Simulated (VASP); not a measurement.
Here is a VASP 6.6.1 calculation.

File INCAR:

```
PREC = Accurate ; ENCUT = 520
EDIFF = 1E-7 ; ISMEAR = 0
SIGMA = 0.05 ; LREAL = F
LASPH = T ; NELM = 80
ALGO = Normal ; ISIF = 2
LWAVE = F ; LCHARG = F
GGA = PE ; NBANDS = 26
```

Contents of KPOINTS:

```
Automatic mesh
0
Gamma
  12 12 4
```

POSCAR

```
ZnS
1.0
    3.8454929889      0.0000000000      0.0000000000
   -1.9227464944      3.3302946184      0.0000000000
    0.0000000000      0.0000000000      6.3368599712
Zn S
2 2
Direct
    0.3333333333      0.6666666667      0.0052197899
    0.6666666667      0.3333333333      0.5052197899
    0.3333333333      0.6666666667      0.3797802101
    0.6666666667      0.3333333333      0.8797802101
```

Potentials or basis: VASP PAW PBE potentials, release 64 (Zn, S).

Command:

```sh
$ cat potpaw_PBE.64/Zn/POTCAR potpaw_PBE.64/S/POTCAR > POTCAR
$ mpirun -np 1 vasp_std > vasp.out
```

Q: Predict the largest force.

A: 0.027 eV/Å.

Q: Estimate the band gap on the k mesh.

A: 2.05 eV, direct.

Stress tensor (GPa, compression positive):
```
 0.00  0.00  0.00
 0.00  0.00  0.00
 0.00  0.00 -0.64
```

Caveat: the cell differs from its parent crystal (strain +0.0050 x Voigt [0, 0, 1, 0, 0, 0]). A k mesh can miss the band edges.
